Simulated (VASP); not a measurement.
Here is a VASP 6.6.1 calculation.

INCAR

```
PREC     = Accurate       # precision mode
ENCUT    = 600            # plane-wave cutoff, eV
EDIFF    = 1E-7           # SCF threshold, eV
ISMEAR   = 0              # smearing method
SIGMA    = 0.02           # smearing width, eV
LREAL    = F              # projectors in reciprocal space
LASPH    = T              # aspherical terms in the spheres
NELM     = 100            # most SCF steps
ALGO     = Normal         # electronic algorithm
ISIF     = 3              # what is computed and relaxed
LWAVE    = F              # write WAVECAR
LCHARG   = F              # write CHGCAR
GGA      = PS             # functional
IBRION   = 2              # ionic algorithm
NSW      = 65             # ionic steps
EDIFFG   = -0.01          # ionic threshold
```

KPOINTS

```
Automatic mesh
0
Gamma
  12 12 3
```

File POSCAR:

```
BN
1.0
    2.5410117668      0.0000000000      0.0000000000
   -1.2705058834      2.2005807414      0.0000000000
    0.0000000000      0.0000000000      8.4066019253
B N
4 4
Direct
    0.0000000000      0.0000000000      0.0000000000
    0.3333333333      0.6666666667      0.2500000000
    0.6666666667      0.3333333333      0.5000000000
    0.3333333333      0.6666666667      0.7500000000
    0.0000000000      0.0000000000      0.1875000000
    0.3333333333      0.6666666667      0.4375000000
    0.6666666667      0.3333333333      0.6875000000
    0.3333333333      0.6666666667      0.9375000000
```

Potentials or basis: VASP PAW PBE potentials, release 64 (B, N).

Launch:

```bash
$ cat potpaw_PBE.64/B/POTCAR potpaw_PBE.64/N/POTCAR > POTCAR
$ mpirun -np 1 vasp_std > vasp.out
```

Problem. What does it give for the band gap on the k mesh?

Solution. 5.36 eV, indirect (least direct gap 7.40 eV).

Problem. Predict the relaxed volume.

Solution. 5.87 Å³/atom.

Problem. Estimate the relaxed cell.

Solution. a = 2.546 Å, b = 2.546 Å, c = 8.368 Å, α = 90.00°, β = 90.00°, γ = 120.00°.

Step by step:
```
step  energy change (eV)  largest force (eV/Å)  pressure (GPa)  volume (Å³)
   1              0.0000                0.2124           -0.28        47.01
   2             -0.0012                0.3096            0.32        46.93
   3             -0.0059                0.0534           -0.01        46.97
   4             -0.0059                0.0552            0.03        46.97
   5             -0.0060                0.0060            0.01        46.97
```

Caveat: the PAW data sets were made with another functional, which shifts forces and pressure a little. As with any semilocal functional, this PBEsol gap is likely too small.
